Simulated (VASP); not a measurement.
**Mg: density of states with PBE**

The system is Mg.

```
Mg
1.0
     2.39962    0.00000    0.00000
     0.00000    2.39962    0.00000
     0.00000    0.00000    2.39962
Mg
1
Cartesian
  0.0000 0.0000 0.0000
```

This cell differs from its parent crystal: volume scaled by 0.5.

```
Program                 : VASP 6.6.1
Task                    : density of states
Functional              : PBE
Potentials or basis     : VASP PAW PBE potentials, release 64 (Mg)
Cutoff                  : 520 eV
k mesh                  : 13 × 13 × 13
Occupations             : fermi-dirac, width 0.1 eV
Spin                    : no spin polarisation
Dipole correction       : no
k mesh for the DOS      : 20 × 20 × 20
Occupations for the DOS : tetrahedron
Further INCAR settings  : ALGO = Normal; EDIFF = 1e-06; NBANDS = 7
```

| Item | Value |
| --- | --- |
| Valence electrons inside the program's atomic spheres | Mg 0.58 |

Levels at points of the mesh, in eV from the Fermi level:
| k point | band 1 | band 2 | band 3 | band 4 | band 5 | band 6 |
| --- | --- | --- | --- | --- | --- | --- |
| (0.00, 0.00, 0.00) | -9.54 | 10.58 | 10.58 | 15.44 | 15.44 | 15.44 |
| (0.50, 0.00, 0.00) | -3.76 | -2.62 | 14.56 | 18.29 | 18.29 | 20.76 |
| (0.50, 0.50, 0.00) | 1.62 | 2.18 | 2.18 | 5.42 | 22.35 | 22.35 |
| (0.50, 0.50, 0.50) | 6.52 | 6.52 | 6.52 | 8.37 | 8.37 | 8.37 |

It took 12 s on 1 thread of Intel(R) Xeon(R) Platinum 8559C (Emerald Rapids), with other jobs on the host, peak memory 0.14 GiB.
